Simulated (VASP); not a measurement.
# Y2Hf (I4/mmm) in VASP: single point with PBE

Aim: the single point of Y2Hf with PBE.

All numbers are computed with VASP 6.6.1; they aren't measurements. Logs are shortened: lines on timing, memory, paths and dates and some standing lists are left out, and cuts for length are marked.

## Step 1: The cell of the first run

It takes space group I4/mmm (No. 139, tetragonal). Conventional cell: a = 3.955 Å, b = 3.955 Å, c = 10.993 Å, α = 90.00°, β = 90.00°, γ = 90.00°. Y (site symmetry 4mm) has 5 Hf at 3.26 to 3.81 Å and 9 Y at 3.37 to 3.96 Å within 4.3 Å. Within 4.3 Å of Hf (site symmetry 4/mmm) lie 10 Y at 3.26 to 3.81 Å and 4 Hf at 3.96 Å.

## Step 2: Single point, PBE

Input file INCAR:

```
  PREC = Accurate
  ENCUT = 520
  EDIFF = 1E-7
  ISMEAR = 0
  SIGMA = 0.1
  LREAL = F
  LASPH = T
  NELM = 100
  ALGO = Fast
  ISIF = 2
  LWAVE = F
  LCHARG = F
  GGA = PE
  NBANDS = 23
```

Input file KPOINTS:

```
Automatic mesh
0
Gamma
  16 16 16
```

Input file POSCAR:

```
Y2Hf
1.0
   -1.9777435285      1.9777435285      5.4964265429
    1.9777435285     -1.9777435285      5.4964265429
    1.9777435285      1.9777435285     -5.4964265429
Y Hf
2 1
Direct
    0.6531792430      0.6531792430      0.0000000000
    0.3468207570      0.3468207570      0.0000000000
    0.0000000000      0.0000000000      0.0000000000
```

Potentials or basis: VASP PAW PBE potentials, release 64 (Y_sv, Hf_pv).

Launch:

```console
$ cat potpaw_PBE.64/Y_sv/POTCAR potpaw_PBE.64/Hf_pv/POTCAR > POTCAR
$ mpirun -np 1 vasp_std > vasp.out
```

OUTCAR:

```text
PREC = Accurate
   ENCUT = 520
   EDIFF = 1E-7
   ISMEAR = 0
   LREAL = F
   LASPH = T
   NELM = 100
   ISIF = 2
   GGA = PE

 ion  position               nearest neighbor table
   1  0.653  0.653  0.000-   3 3.26   3 3.26   3 3.26   3 3.26   2 3.37   2 3.51   2 3.51   2 3.51
                             2 3.51   3 3.81
   2  0.347  0.347  0.000-   3 3.26   3 3.26   3 3.26   3 3.26   1 3.37   1 3.51   1 3.51   1 3.51
                             1 3.51   3 3.81
   3  0.000  0.000  0.000-   1 3.26   1 3.26   1 3.26   2 3.26   1 3.26   2 3.26   2 3.26   2 3.26
                             1 3.81   2 3.81

  LATTYP: Found a body centered tetragonal cell.
 ALAT       =     3.9554870570
 C/A-ratio  =     2.7791401988

  Lattice vectors:

 A1 = (  -1.9777435285,   1.9777435285,   5.4964265429)
 A2 = (   1.9777435285,  -1.9777435285,   5.4964265429)
 A3 = (   1.9777435285,   1.9777435285,  -5.4964265429)

Analysis of symmetry for initial positions (statically):
=====================================================================
 Subroutine PRICEL returns:
 Original cell was already a primitive cell.

 Routine SETGRP: Setting up the symmetry group for a
 body centered tetragonal supercell.

 Subroutine GETGRP returns: Found 16 space group operations
 (whereof 16 operations were pure point group operations)
 out of a pool of 16 trial point group operations.

The static configuration has the point symmetry D_4h.

Analysis of symmetry for dynamics (positions and initial velocities):
=====================================================================
 Subroutine PRICEL returns:
 Original cell was already a primitive cell.

 Routine SETGRP: Setting up the symmetry group for a
 body centered tetragonal supercell.

 Subroutine GETGRP returns: Found 16 space group operations
 (whereof 16 operations were pure point group operations)
 out of a pool of 16 trial point group operations.

The dynamic configuration has the point symmetry D_4h.

 Subroutine INISYM returns: Found 16 space group operations
 (whereof 16 operations are pure point group operations),
 and found     1 'primitive' translations

----------------------------------------------------------------------------------------

                                     Primitive cell

  volume of cell :      85.9964

  direct lattice vectors                    reciprocal lattice vectors
    -1.977743529  1.977743529  5.496426543     0.000000000  0.252813367  0.090968195
     1.977743529 -1.977743529  5.496426543     0.252813367  0.000000000  0.090968195
     1.977743529  1.977743529 -5.496426543     0.252813367  0.252813367  0.000000000

  length of vectors
     6.167142261  6.167142261  6.167142261     0.268681616  0.268681616  0.357532092

  position of ions in fractional coordinates (direct lattice)
     0.653179243  0.653179243  0.000000000
     0.346820757  0.346820757  0.000000000
     0.000000000  0.000000000  0.000000000

  ion indices of the primitive-cell ions
   primitive index   ion index
                 1           1
                 2           2
                 3           3

----------------------------------------------------------------------------------------

 KPOINTS: Automatic mesh

Automatic generation of k-mesh.
 Grid dimensions read from file:
 generate k-points for:   16   16   16

 Generating k-lattice:

  Cartesian coordinates                     Fractional coordinates (reciprocal lattice)
     0.000000000  0.015800835  0.005685512     0.062500000  0.000000000  0.000000000
     0.015800835  0.000000000  0.005685512     0.000000000  0.062500000  0.000000000
     0.015800835  0.015800835  0.000000000     0.000000000  0.000000000  0.062500000

  Length of vectors
     0.016792601  0.016792601  0.022345756

  Shift w.r.t. Gamma in fractional coordinates (k-lattice)
     0.000000000  0.000000000  0.000000000

 Subroutine IBZKPT returns following result:
 ===========================================

 Found    349 irreducible k-points:

 Following reciprocal coordinates:
            Coordinates               Weight
  0.000000  0.000000  0.000000      1.000000
  0.062500 -0.000000  0.000000      8.000000
  0.125000 -0.000000  0.000000      8.000000
  0.187500  0.000000  0.000000      8.000000
  0.250000 -0.000000  0.000000      8.000000
  0.312500 -0.000000  0.000000      8.000000
[... 16 lines left out ...]
 -0.125000  0.062500 -0.000000     16.000000
 -0.062500  0.062500  0.000000      4.000000
 [... further k-points ...]
   k-points           NKPTS =    349   k-points in BZ     NKDIM =    349   number of bands    NBANDS=     23
   number of dos      NEDOS =    301   number of ions     NIONS =      3
   total plane-waves  NPLWV = 110592
   dimension x,y,z NGX =    48 NGY =   48 NGZ =   48
   dimension x,y,z NGXF=    96 NGYF=   96 NGZF=   96
   ions per type =               2   1
   NGX,Y,Z   is equivalent  to a cutoff of  12.94, 12.94, 12.94 a.u.
   NGXF,Y,Z  is equivalent  to a cutoff of  25.88, 25.88, 25.88 a.u.
 SYSTEM =  unknown system
   PREC   = accura    normal or accurate (medium, high low for compatibility)
   ISTART =      0    job   : 0-new  1-cont  2-samecut
   ICHARG =      2    charge: 1-file 2-atom 10-const
   ISPIN  =      1    spin polarized calculation?
   LNONCOLLINEAR =      F non collinear calculations
   LSORBIT =      F    spin-orbit coupling
   LASPH  =      T    aspherical Exc in radial PAW
   ENCUT  =  520.0 eV  38.22 Ry    6.18 a.u.  11.47 11.47 11.47*2*pi/ulx,y,z
   NELM   =    100;   NELMIN=  2; NELMDL= -5     # of ELM steps
   EDIFF  = 0.1E-06   stopping-criterion for ELM
   LREAL  =      F    real-space projection
   EDIFFG = 0.1E-05   stopping-criterion for IOM
   NSW    =      0    number of steps for IOM
   IBRION =     -1    ionic relax: 0-MD 1-quasi-New 2-CG
   NFREE  =      0    steps in history (QN), initial steepest desc. (CG)
   ISIF   =      2    stress and relaxation
   ISYM   =      2    0-nonsym 1-usesym 2-fastsym
   POTIM  = 0.5000    time-step for ionic-motion
   TEBEG  =    0.0;   TEEND  =   0.0 temperature during run
   PSTRESS=    0.0 pullay stress
   NELECT =      32.0000    total number of electrons
   NUPDOWN=      -1.0000    fix difference up-down
   EMIN   =  10.00;   EMAX   =-10.00  energy-range for DOS
   EFERMI =   0.00;   METHOD = LEGACY
   ISMEAR =     0;   SIGMA  =   0.10  broadening in eV -4-tet -1-fermi 0-gaus
   EFERMI_NEDOS =   21; number of points for ismear=-14 and -15
   IALGO  =     68    algorithm
   IMIX   =      4    mixing-type and parameters
     AMIX     =   0.40;   BMIX     =  1.00
     AMIX_MAG =   1.60;   BMIX_MAG =  1.00
  volume/ion in A,a.u.               =      28.67       193.44
  Fermi-wavevector in a.u.,A,eV,Ry     =   1.177510  2.225172 18.864892  1.386530
  Thomas-Fermi vector in A             =   2.313856
   LORBIT       =      0    0 simple, 1 ext, 2 COOP (PROOUT), +10 PAW based schemes
   GGA     = PE    functional components
   LHFCALC =     F    Hartree Fock is set to
   AEXX    =    0.0000 exact exchange contribution
   IVDW    =     0    specifies the selected vdW correction
   LEPSILON=     F    determine dielectric tensor
   LRPA    =     F    only Hartree local field effects (RPA)
 non-spin polarized calculation
 RMM-DIIS sequential band-by-band and
 Gauss-broadening in eV      SIGMA  =   0.10
  energy-cutoff  :      520.00
  volume of cell :       86.00
 maximum number of plane-waves:      2363
 NGX is ok and might be reduce to    48
   NGX = 23   NGY = 23   NGZ = 23

 number of electron      32.0000000 magnetization

 Free energy of the ion-electron system (eV)
  ---------------------------------------------------
  ext. energy  EPLUGINS =         0.00000000
  ---------------------------------------------------
  free energy    TOTEN  =       -21.96857290 eV

  energy without entropy =      -21.93646322  energy(sigma->0) =      -21.95251806

 E-fermi :   3.5401     XC(G=0): -10.0241

 val. band max:        3.5397278838   @ k =   0.3125   0.2500   0.1875
 cond. band min:       3.5402910529   @ k =   0.3125   0.1250   0.1250
 fundamental gap:      0.0005631690
 Fermi energy:         3.5400724591

 k-point     1 :       0.0000    0.0000    0.0000
  band No.  band energies     occupation
      1     -38.7901      2.00000
      2     -38.7110      2.00000
      3     -27.3248      2.00000
      4     -27.2673      2.00000
      5     -27.2673      2.00000
      6     -19.0310      2.00000
[... 15 lines left out ...]
     22       6.0648      0.00000
     23       6.0651      0.00000

 k-point     2 :       0.0625   -0.0000    0.0000
  band No.  band energies     occupation
      1     -38.7892      2.00000
      2     -38.7115      2.00000
      3     -27.3247      2.00000
      4     -27.2688      2.00000
      5     -27.2671      2.00000
      6     -19.0284      2.00000
[... 15 lines left out ...]
     22       6.0590      0.00000
     23       6.0673      0.00000

 k-point     3 :       0.1250   -0.0000    0.0000
  band No.  band energies     occupation
      1     -38.7865      2.00000
      2     -38.7128      2.00000
      3     -27.3247      2.00000
      4     -27.2731      2.00000
      5     -27.2665      2.00000
      6     -19.0213      2.00000
[... 15 lines left out ...]
     22       6.0052      0.00000
     23       6.0203      0.00000

 k-point     4 :       0.1875    0.0000    0.0000
  band No.  band energies     occupation
      1     -38.7823      2.00000
      2     -38.7151      2.00000
      3     -27.3246      2.00000
      4     -27.2795      2.00000
      5     -27.2656      2.00000
      6     -19.0120      2.00000
[... 15 lines left out ...]
     22       5.9770      0.00000
     23       6.0666      0.00000

 k-point     5 :       0.2500   -0.0000    0.0000
  band No.  band energies     occupation
      1     -38.7768      2.00000
      2     -38.7182      2.00000
      3     -27.3245      2.00000
      4     -27.2871      2.00000
      5     -27.2645      2.00000
      6     -19.0036      2.00000
[... 15 lines left out ...]
     22       6.1495      0.00000
     23       6.2613      0.00000

 k-point     6 :       0.3125   -0.0000    0.0000
  band No.  band energies     occupation
      1     -38.7706      2.00000
      2     -38.7221      2.00000
      3     -27.3244      2.00000
      4     -27.2946      2.00000
      5     -27.2634      2.00000
      6     -18.9988      2.00000
[... 15 lines left out ...]
     22       6.1299      0.00000
     23       6.5807      0.00000

 k-point     7 :       0.3750    0.0000    0.0000
  band No.  band energies     occupation
      1     -38.7642      2.00000
      2     -38.7265      2.00000
      3     -27.3243      2.00000
      4     -27.3010      2.00000
      5     -27.2625      2.00000
      6     -18.9979      2.00000
[... 353 lines left out ...]
     22       5.9997      0.00000
     23       6.5648      0.00000

 k-point    21 :      -0.2500    0.0625    0.0000
  band No.  band energies     occupation
      1     -38.7772      2.00000
      2     -38.7173      2.00000
      3     -27.3244      2.00000
      4     -27.2870      2.00000
      5     -27.2661      2.00000
      6     -19.0079      2.00000
[... 15 lines left out ...]
     22       6.1140      0.00000
     23       6.2569      0.00000

 k-point    22 :      -0.1875    0.0625    0.0000
  band No.  band energies     occupation
      1     -38.7823      2.00000
      2     -38.7145      2.00000
      3     -27.3246      2.00000
      4     -27.2794      2.00000
      5     -27.2671      2.00000
      6     -19.0154      2.00000
[... 15 lines left out ...]
     22       6.0880      0.00000
     23       6.1714      0.00000

 k-point    23 :      -0.1250    0.0625   -0.0000
  band No.  band energies     occupation
      1     -38.7862      2.00000
      2     -38.7126      2.00000
      3     -27.3247      2.00000
      4     -27.2729      2.00000
      5     -27.2680      2.00000
      6     -19.0231      2.00000
[... 15 lines left out ...]
     22       5.9946      0.00000
     23       6.1429      0.00000

 k-point    24 :      -0.0625    0.0625    0.0000
  band No.  band energies     occupation
      1     -38.7886      2.00000
      2     -38.7116      2.00000
      3     -27.3247      2.00000
      4     -27.2687      2.00000
      5     -27.2684      2.00000
      6     -19.0280      2.00000
[... 15 lines left out ...]
     22       5.9686      0.00000
     23       6.0922      0.00000

 [... further k-points ...]

------------------------ aborting loop because EDIFF is reached ----------------------------------------

  FORCE on cell =-STRESS in cart. coord.  units (eV):
  Direction    XX          YY          ZZ          XY          YZ          ZX
  --------------------------------------------------------------------------------------
  -------------------------------------------------------------------------------------
  Total       -0.0914189     -0.0914189     -0.0813467      0.0000000      0.0000000      0.0000000
  in kB       -1.7032021     -1.7032021     -1.5155501      0.0000000      0.0000000      0.0000000
  external PRESSURE =      -1.6406514 kB  Pullay stress =       0.0000000 kB

 VOLUME and BASIS-vectors are now :
 -----------------------------------------------------------------------------
  energy-cutoff  :      520.00
  volume of cell :       86.00
      direct lattice vectors                 reciprocal lattice vectors
    -1.977743529  1.977743529  5.496426543     0.000000000  0.252813367  0.090968195
     1.977743529 -1.977743529  5.496426543     0.252813367  0.000000000  0.090968195
     1.977743529  1.977743529 -5.496426543     0.252813367  0.252813367  0.000000000

 POSITION                                       TOTAL-FORCE (eV/Angst)
 -----------------------------------------------------------------------------------
      0.00000      0.00000      7.18030        -0.000000     -0.000000     -0.004331
      0.00000      0.00000      3.81255         0.000000      0.000000      0.004331
      0.00000      0.00000      0.00000         0.000000      0.000000     -0.000000
 -----------------------------------------------------------------------------------
    total drift:                                0.000000      0.000000     -0.000000

  FREE ENERGIE OF THE ION-ELECTRON SYSTEM (eV)
  ---------------------------------------------------
  free  energy   TOTEN  =       -21.9685729000 eV

  energy  without entropy=      -21.9364632217  energy(sigma->0) =      -21.95251806
```

Wall time 30 min (1 thread of Intel Xeon Platinum 8559C (Emerald Rapids), shared host); peak memory 0.89 GiB.

What came out:

```yaml
Free_energy: -21.9686 eV
Pressure: -0.2 GPa
Largest_force: 0.004 eV/Å
Band_gap_on_the_k_mesh: zero (bands 16 and 17 overlap by 1.59 eV)
```

Forces in eV/Å, atoms in the order of the input:
```
Y    0.000  0.000 -0.004
Y    0.000  0.000  0.004
Hf   0.000  0.000  0.000
```

Levels at points of the mesh, in eV from the Fermi level:
```tsv
k point	band 12	band 13	band 14	band 15	band 16	band 17	band 18	band 19	band 20	band 21
(0.00, 0.00, 0.00)	-5.46	-1.25	-1.18	-1.04	-0.26	1.03	1.68	1.68	2.34	2.34
(0.50, 0.00, 0.00)	-2.88	-2.16	-2.08	-0.26	-0.26	0.50	0.51	1.13	1.39	2.51
(0.50, 0.50, 0.00)	-2.51	-0.89	-0.62	-0.40	-0.18	-0.02	0.01	0.67	0.78	2.64
(0.50, 0.50, 0.50)	-4.21	-3.30	-1.88	-1.58	1.34	1.34	1.38	1.46	1.46	1.96
```

Caveat: spin-orbit coupling is left out, which moves the levels of the heavy elements.
